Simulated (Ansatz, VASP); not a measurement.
Ir in VASP and in Ansatz

```
CELL_PARAMETERS angstrom
-1.52324 1.52324 1.52324
1.52324 -1.52324 1.52324
1.52324 1.52324 -1.52324
ATOMIC_POSITIONS crystal
Ir 0.00000 0.00000 0.00000
```

Alike in both runs: task single point; functional r2SCAN; k mesh 16 × 16 × 16; occupations fermi-dirac, width 0.1 eV; no spin polarisation.

|  | VASP | Ansatz |
| --- | --- | --- |
| version | VASP 6.6.1 | Ansatz 0.2.0 |
| potentials or method | VASP PAW PBE potentials, release 64 (Ir_sv_GW), cutoff 620 eV | plane waves (500 eV) with PAW, scalar-relativistic |
| valence electrons in the cell | 17 | 17 |

Ansatz gave:

* pressure (GPa): 15.2

What did VASP give for the same quantities?

Pressure (GPa): 14.3.

VASP's potentials were made for PBE, not for r2SCAN. With one functional, cell and mesh, what is left measures potentials, basis and numerics.

Neither program's run includes spin-orbit coupling.
